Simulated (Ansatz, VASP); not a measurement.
**One calculation of ZnO, two programs**

```
CELL_PARAMETERS angstrom
3.24940 0.00000 0.00000
-1.62470 2.81406 0.00000
0.00000 0.00000 5.04769
ATOMIC_POSITIONS crystal
Zn 0.33333 0.66667 0.00048
Zn 0.66667 0.33333 0.50048
O 0.33333 0.66667 0.38162
O 0.66667 0.33333 0.88162
```

Change from the starting cell: z stretched by -3 %, ions relaxed.

Alike in both runs: task relaxation of the atoms; functional PBE; k mesh 11 × 11 × 6; occupations fermi-dirac, width 0.02 eV; no spin polarisation.

|  | VASP | Ansatz |
| --- | --- | --- |
| version | VASP 6.6.1 | Ansatz 0.2.0 |
| potentials or method | VASP PAW PBE potentials, release 64 (Zn, O) | plane-wave PAW, scalar-relativistic |
| plane-wave cutoff (eV) | 520 | 420 |
| valence electrons in the cell | 36 | 36 |

```csv
,VASP,Ansatz,Ansatz less VASP
"gap on the k mesh at the Fermi level, each at its own relaxed structure (eV)",0.87,0.88,+0.014
```

Ansatz's warnings: stress scf threshold loose.
